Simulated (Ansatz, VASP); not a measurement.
**Ta2H3 in VASP and in Ansatz**

```
Ta H
1.0
     3.58560    0.00000    0.00000
    -1.79280    3.10522    0.00000
     0.00000    0.00000    6.19717
Ta H
2 3
Cartesian
  0.0000 0.0000 1.7081
  0.0000 0.0000 4.4891
  0.0000 0.0000 3.0986
  0.0000 2.0701 0.0000
  1.7928 1.0351 0.0000
```

Alike in both runs: task relaxation of cell and atoms; functional PBE; k mesh 6 × 6 × 4; occupations gaussian, width 0.1 eV; no spin polarisation.

|  | VASP | Ansatz |
| --- | --- | --- |
| version | VASP 6.6.1 | Ansatz 0.2.0 |
| potentials or method | VASP PAW PBE potentials, release 64 (Ta_sv_GW, H), cutoff 500 eV | scalar-relativistic, plane waves, PAW |
| valence electrons in the cell | 29 | 29 |

Ansatz gave:

| Quantity | Value |
| --- | --- |
| gap on the k mesh at the Fermi level, each at its own relaxed structure (eV) | none |
| relaxed volume (Å³/atom) | 9.82 |
| relaxed length of the cell vector where the two differ most in proportion (Å) | 6.748 |

**Question.** What did VASP give for the same quantities?

**Answer.** gap on the k mesh at the Fermi level, each at its own relaxed structure (eV): none; relaxed volume (Å³/atom): 10.02; relaxed length of the cell vector where the two differ most in proportion (Å): 6.543.

A gap of «none» marks a metal or a gap that the smearing closes.

Neither program's run includes spin-orbit coupling. Noted on VASP's run: the volume moved by over 15 % at a fixed basis, so the end points are rough.
